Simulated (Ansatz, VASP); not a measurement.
Two plane-wave programs on Si2W

INCAR

```
PREC = Accurate ; ENCUT = 520
EDIFF = 1E-6 ; ISMEAR = 1
SIGMA = 0.1 ; LREAL = F
LASPH = T ; NELM = 80
ALGO = Normal ; ISIF = 2
LWAVE = F ; LCHARG = T
LELF = T ; LVHAR = T
NBANDS = 18
```

The input KPOINTS:

```
Automatic mesh
0
Gamma
  13 13 13
```

The input POSCAR:

```
Si2W
1.0
   -1.5778094246      1.5778094246      3.8440755534
    1.5778094246     -1.5778094246      3.8440755534
    1.5778094246      1.5778094246     -3.8440755534
Si W
2 1
Direct
    0.3347000000      0.3347000000      0.0000000000
    0.6653000000      0.6653000000      0.0000000000
    0.0000000000      0.0000000000      0.0000000000
```

Input for Ansatz:

```yaml
crystal:
  lattice:
    - [-1.5778094245773773, 1.5778094245773773, 3.8440755533942395]
    - [1.5778094245773773, -1.5778094245773773, 3.8440755533942395]
    - [1.5778094245773773, 1.5778094245773773, -3.8440755533942395]
  atoms:
    - { symbol: Si, position: [0.3347, 0.3347, 0.0] }
    - { symbol: Si, position: [0.6653, 0.6653, 0.0] }
    - { symbol: W, position: [0.0, 0.0, 0.0] }
basis:
  ecutwfc: 420.0
kpoints:
  mp_grid:
    grid: [13, 13, 13]
hamiltonian:
  xc: lda
  pseudopotentials:
    kind: paw
scf:
  occupations:
    method: cold
    width: 0.1
output:
  stress: true
```

Alike in both runs: task single point; functional LDA; k mesh 13 × 13 × 13; no spin polarisation.

|  | VASP | Ansatz |
| --- | --- | --- |
| version | VASP 6.6.1 | Ansatz 0.2.0 |
| potentials or method | VASP PAW LDA potentials, release 64 (Si, W_sv), cutoff 520 eV | plane waves, PAW |
| occupations | methfessel-paxton of order 1, width 0.1 eV | cold, width 0.1 eV |
| valence electrons in the cell | 22 | 22 |

|  | VASP | Ansatz | Ansatz less VASP |
| --- | --- | --- | --- |
| pressure (GPa) | 8.6 | 7.7 | -0.89 |
| traceless stress, the component that is largest in VASP (GPa) | 1.23 | 1.18 | -0.059 |

LDA's correlation is that of Perdew and Zunger in VASP and of Perdew and Wang (1992) in Ansatz.

Spin-orbit coupling is off throughout.
